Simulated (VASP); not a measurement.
# WS2 (P1) in VASP: single point with PBEsol

Aim: the single point of WS2 with PBEsol.

All numbers are computed with VASP 6.6.1; they aren't measurements. Logs are shortened: lines on timing, memory, paths and dates and some standing lists are left out, and cuts for length are marked.

### Step 1. The cell of the first run

The typed cell holds 3 atoms: a = 6.625 Å, b = 6.625 Å, c = 6.625 Å, α = 27.49°, β = 27.49°, γ = 27.49°.

### Step 2. Single point, PBEsol (atom 1 moved 0.15 Å)

The input, INCAR:

```
SYSTEM = WS2
ALGO = Normal ; EDIFF = 1E-6
ENCUT = 520 ; GGA = PS
ISIF = 2 ; ISMEAR = 0
LASPH = .TRUE. ; LCHARG = .FALSE.
LREAL = .FALSE. ; LWAVE = .FALSE.
NBANDS = 20 ; NELM = 60
PREC = Accurate ; SIGMA = 0.05
```

The input, KPOINTS:

```
k-points
0
G
  12 12 12
  0 0 0
```

The input, POSCAR:

```
WS2
1.0
    1.5738034025      0.9086358181      6.3704647098
   -1.5738034025      0.9086358181      6.3704647098
    0.0000000000     -1.8172716362      6.3704647098
W S
1 2
Direct
    1.0117440525      0.9954786704      0.9775364355
    0.7417552487      0.7498879398      0.7588590572
    0.5778006988      0.5859333899      0.5949045073
```

Potentials or basis: VASP PAW PBE potentials, release 64 (W_sv, S).

Started as:

```bash
$ cat potpaw_PBE.64/W_sv/POTCAR potpaw_PBE.64/S/POTCAR > POTCAR
$ mpirun -np 1 vasp_std > vasp.out
```

OUTCAR:

```text
SYSTEM = WS2
   EDIFF = 1E-6
   ENCUT = 520
   GGA = PS
   ISIF = 2
   ISMEAR = 0
   LASPH = .TRUE.
   LREAL = .FALSE.
   NELM = 60
   PREC = Accurate

 ion  position               nearest neighbor table
   1  0.012  0.995  0.978-   3 2.27   3 2.32   3 2.38   2 2.43   2 2.48   2 2.54
   2  0.742  0.750  0.759-   1 2.43   1 2.48   1 2.54
   3  0.578  0.586  0.595-   1 2.27   1 2.32   1 2.38

  LATTYP: Found a trigonal (rhomboedric) cell.
 ALAT       =     6.6245978609
 COS(alpha) =     0.8871213217

  Lattice vectors:

 A1 = (   1.5738034025,   0.9086358181,   6.3704647098)
 A2 = (  -1.5738034025,   0.9086358181,   6.3704647098)
 A3 = (   0.0000000000,  -1.8172716362,   6.3704647098)

Analysis of symmetry for initial positions (statically):
=====================================================================
 Subroutine PRICEL returns:
 Original cell was already a primitive cell.

 Routine SETGRP: Setting up the symmetry group for a
 trigonal (rhombohedral) supercell.

 Subroutine GETGRP returns: Found  1 space group operations
 (whereof  1 operations were pure point group operations)
 out of a pool of 12 trial point group operations.

The static configuration has the point symmetry C_1 .

Analysis of symmetry for dynamics (positions and initial velocities):
=====================================================================
 Subroutine PRICEL returns:
 Original cell was already a primitive cell.

 Routine SETGRP: Setting up the symmetry group for a
 trigonal (rhombohedral) supercell.

 Subroutine GETGRP returns: Found  1 space group operations
 (whereof  1 operations were pure point group operations)
 out of a pool of 12 trial point group operations.

The dynamic configuration has the point symmetry C_1 .

 Subroutine INISYM returns: Found  1 space group operations
 (whereof  1 operations are pure point group operations),
 and found     1 'primitive' translations

----------------------------------------------------------------------------------------

                                     Primitive cell

  volume of cell :      54.6591

  direct lattice vectors                    reciprocal lattice vectors
     1.573803403  0.908635818  6.370464710     0.317701690  0.183425156  0.052324807
    -1.573803403  0.908635818  6.370464710    -0.317701690  0.183425156  0.052324807
     0.000000000 -1.817271636  6.370464710     0.000000000 -0.366850312  0.052324807

  length of vectors
     6.624597861  6.624597861  6.624597861     0.370563135  0.370563135  0.370563135

  position of ions in fractional coordinates (direct lattice)
     0.011744052  0.995478670  0.977536435
     0.741755249  0.749887940  0.758859057
     0.577800699  0.585933390  0.594904507

  ion indices of the primitive-cell ions
   primitive index   ion index
                 1           1
                 2           2
                 3           3

----------------------------------------------------------------------------------------

 KPOINTS: k-points

Automatic generation of k-mesh.
 Grid dimensions read from file:
 generate k-points for:   12   12   12

 Generating k-lattice:

  Cartesian coordinates                     Fractional coordinates (reciprocal lattice)
     0.026475141  0.015285430  0.004360401     0.083333333  0.000000000 -0.000000000
    -0.026475141  0.015285430  0.004360401     0.000000000  0.083333333 -0.000000000
     0.000000000 -0.030570859  0.004360401    -0.000000000 -0.000000000  0.083333333

  Length of vectors
     0.030880261  0.030880261  0.030880261

  Shift w.r.t. Gamma in fractional coordinates (k-lattice)
     0.000000000  0.000000000  0.000000000

 Subroutine IBZKPT returns following result:
 ===========================================

 Found    868 irreducible k-points:

 Following reciprocal coordinates:
            Coordinates               Weight
  0.000000  0.000000  0.000000      1.000000
  0.083333 -0.000000  0.000000      2.000000
 -0.000000  0.083333  0.000000      2.000000
  0.000000  0.000000  0.083333      2.000000
  0.166667  0.000000  0.000000      2.000000
  0.000000  0.166667  0.000000      2.000000
[... 16 lines left out ...]
  0.166667  0.083333  0.000000      2.000000
 -0.166667  0.000000 -0.083333      2.000000
 [... further k-points ...]
   k-points           NKPTS =    868   k-points in BZ     NKDIM =    868   number of bands    NBANDS=     20
   number of dos      NEDOS =    301   number of ions     NIONS =      3
   total plane-waves  NPLWV = 125000
   dimension x,y,z NGX =    50 NGY =   50 NGZ =   50
   dimension x,y,z NGXF=   100 NGYF=  100 NGZF=  100
   ions per type =               1   2
   NGX,Y,Z   is equivalent  to a cutoff of  12.55, 12.55, 12.55 a.u.
   NGXF,Y,Z  is equivalent  to a cutoff of  25.10, 25.10, 25.10 a.u.
 SYSTEM =  WS2
   PREC   = accura    normal or accurate (medium, high low for compatibility)
   ISTART =      0    job   : 0-new  1-cont  2-samecut
   ICHARG =      2    charge: 1-file 2-atom 10-const
   ISPIN  =      1    spin polarized calculation?
   LNONCOLLINEAR =      F non collinear calculations
   LSORBIT =      F    spin-orbit coupling
   LASPH  =      T    aspherical Exc in radial PAW
   ENCUT  =  520.0 eV  38.22 Ry    6.18 a.u.  12.32 12.32 12.32*2*pi/ulx,y,z
   NELM   =     60;   NELMIN=  2; NELMDL= -5     # of ELM steps
   EDIFF  = 0.1E-05   stopping-criterion for ELM
   LREAL  =      F    real-space projection
[... 7 lines left out ...]
   TEBEG  =    0.0;   TEEND  =   0.0 temperature during run
   PSTRESS=    0.0 pullay stress
   NELECT =      26.0000    total number of electrons
   NUPDOWN=      -1.0000    fix difference up-down
   EMIN   =  10.00;   EMAX   =-10.00  energy-range for DOS
   EFERMI =   0.00;   METHOD = LEGACY
   ISMEAR =     0;   SIGMA  =   0.05  broadening in eV -4-tet -1-fermi 0-gaus
   EFERMI_NEDOS =   21; number of points for ismear=-14 and -15
   IALGO  =     38    algorithm
   IMIX   =      4    mixing-type and parameters
     AMIX     =   0.40;   BMIX     =  1.00
     AMIX_MAG =   1.60;   BMIX_MAG =  1.00
  volume/ion in A,a.u.               =      18.22       122.95
  Fermi-wavevector in a.u.,A,eV,Ry     =   1.277944  2.414963 22.220219  1.633140
  Thomas-Fermi vector in A             =   2.410515
   LORBIT       =      0    0 simple, 1 ext, 2 COOP (PROOUT), +10 PAW based schemes
   GGA     = PS    functional components
   LHFCALC =     F    Hartree Fock is set to
   AEXX    =    0.0000 exact exchange contribution
   IVDW    =     0    specifies the selected vdW correction
   LEPSILON=     F    determine dielectric tensor
   LRPA    =     F    only Hartree local field effects (RPA)
 non-spin polarized calculation
 Gauss-broadening in eV      SIGMA  =   0.05
  energy-cutoff  :      520.00
  volume of cell :       54.66
 maximum number of plane-waves:      1486
 NGX is ok and might be reduce to    50
   NGX = 25   NGY = 25   NGZ = 25

 number of electron      25.9999999 magnetization

 Free energy of the ion-electron system (eV)
  ---------------------------------------------------
  ext. energy  EPLUGINS =         0.00000000
  ---------------------------------------------------
  free energy    TOTEN  =       -24.93649997 eV

  energy without entropy =      -24.93649997  energy(sigma->0) =      -24.93649997

 E-fermi :   7.3782     XC(G=0): -10.9061

 val. band max:        7.0421349408   @ k =   0.5000   0.5000   0.5000
 cond. band min:       7.8282898190   @ k =   0.0000  -0.1667   0.1667
 fundamental gap:      0.7861548782
 Fermi energy:         7.3781603291

 k-point     1 :       0.0000    0.0000    0.0000
  band No.  band energies     occupation
      1     -67.5077      2.00000
      2     -31.8017      2.00000
      3     -31.6171      2.00000
      4     -31.5920      2.00000
      5      -8.6163      2.00000
      6      -6.6475      2.00000
[... 12 lines left out ...]
     19      14.8111      0.00000
     20      15.0088      0.00000

 k-point     2 :       0.0833   -0.0000    0.0000
  band No.  band energies     occupation
      1     -67.5064      2.00000
      2     -31.7970      2.00000
      3     -31.6426      2.00000
      4     -31.5992      2.00000
      5      -8.4935      2.00000
      6      -6.6109      2.00000
[... 12 lines left out ...]
     19      15.0267      0.00000
     20      15.5417      0.00000

 k-point     3 :      -0.0000    0.0833    0.0000
  band No.  band energies     occupation
      1     -67.5064      2.00000
      2     -31.7971      2.00000
      3     -31.6379      2.00000
      4     -31.6036      2.00000
      5      -8.4957      2.00000
      6      -6.6075      2.00000
[... 12 lines left out ...]
     19      14.9754      0.00000
     20      15.4955      0.00000

 k-point     4 :       0.0000    0.0000    0.0833
  band No.  band energies     occupation
      1     -67.5064      2.00000
      2     -31.7972      2.00000
      3     -31.6260      2.00000
      4     -31.6150      2.00000
      5      -8.4988      2.00000
      6      -6.6032      2.00000
[... 12 lines left out ...]
     19      14.9026      0.00000
     20      15.4552      0.00000

 k-point     5 :       0.1667    0.0000    0.0000
  band No.  band energies     occupation
      1     -67.5027      2.00000
      2     -31.7847      2.00000
      3     -31.7134      2.00000
      4     -31.6166      2.00000
      5      -8.1439      2.00000
      6      -6.5057      2.00000
[... 12 lines left out ...]
     19      15.4219      0.00000
     20      16.1099      0.00000
[... 353 lines left out ...]
      6      -6.6136      2.00000
[... 12 lines left out ...]
     19      14.9873      0.00000
     20      15.5076      0.00000

 k-point    22 :       0.0000    0.0833    0.0833
  band No.  band energies     occupation
      1     -67.5064      2.00000
      2     -31.7970      2.00000
      3     -31.6426      2.00000
      4     -31.5992      2.00000
      5      -8.4906      2.00000
      6      -6.6170      2.00000
[... 12 lines left out ...]
     19      15.0281      0.00000
     20      15.5497      0.00000

 k-point    23 :       0.1667    0.0833    0.0000
  band No.  band energies     occupation
      1     -67.5039      2.00000
      2     -31.7887      2.00000
      3     -31.6795      2.00000
      4     -31.6216      2.00000
      5      -8.2600      2.00000
      6      -6.5387      2.00000
[... 12 lines left out ...]
     19      15.2357      0.00000
     20      16.1325      0.00000

 k-point    24 :      -0.1667    0.0000   -0.0833
  band No.  band energies     occupation
      1     -67.5039      2.00000
      2     -31.7883      2.00000
      3     -31.6913      2.00000
      4     -31.6112      2.00000
      5      -8.2514      2.00000
      6      -6.5512      2.00000
[... 12 lines left out ...]
     19      15.3471      0.00000
     20      16.2209      0.00000

 [... further k-points ...]
[... 5 lines left out ...]
  --------------------------------------------------------------------------------------
  -------------------------------------------------------------------------------------
  Total        1.3854903      0.1368792      0.6651353      0.3252148     -0.4633538     -0.3272434
  in kB       40.6117192      4.0122243     19.4965540      9.5327487    -13.5819031     -9.5922131
  external PRESSURE =      21.3734992 kB  Pullay stress =       0.0000000 kB

 VOLUME and BASIS-vectors are now :
 -----------------------------------------------------------------------------
  energy-cutoff  :      520.00
  volume of cell :       54.66
      direct lattice vectors                 reciprocal lattice vectors
     1.573803403  0.908635818  6.370464710     0.317701690  0.183425156  0.052324807
    -1.573803403  0.908635818  6.370464710    -0.317701690  0.183425156  0.052324807
     0.000000000 -1.817271636  6.370464710     0.000000000 -0.366850312  0.052324807

 POSITION                                       TOTAL-FORCE (eV/Angst)
 -----------------------------------------------------------------------------------
     -1.54820     -0.86125     12.64384        -0.901341     -1.575402      4.182603
     -0.01280     -0.02369     14.33675         0.309877      0.574992     -1.699872
     -0.01280     -0.02369     11.20335         0.591465      1.000410     -2.482731
 -----------------------------------------------------------------------------------
    total drift:                                0.000018      0.000035      0.000187

  FREE ENERGIE OF THE ION-ELECTRON SYSTEM (eV)
  ---------------------------------------------------
  free  energy   TOTEN  =       -24.9364999694 eV

  energy  without entropy=      -24.9364999694  energy(sigma->0) =      -24.93649997
```

Run time: 71 min. Hardware: 1 thread of Oxide Virtual Turin-like, shared host; peak memory 0.98 GiB.

What came out:

```
Free energy            : -24.9365 eV
Pressure               : 2.1 GPa
Largest force          : 4.559 eV/Å
Band gap on the k mesh : 0.79 eV (least direct gap 1.74 eV)
```

Forces on the atoms (eV/Å):
```
W   -0.901 -1.575  4.183
S    0.310  0.575 -1.700
S    0.591  1.000 -2.483
```

Caveat: the cell differs from its parent crystal (atom 1 moved 0.15 Å); the PAW data sets were made with another functional, which shifts forces and pressure a little; spin-orbit coupling is left out, which moves the levels of the heavy elements. A k mesh can miss the band edges.
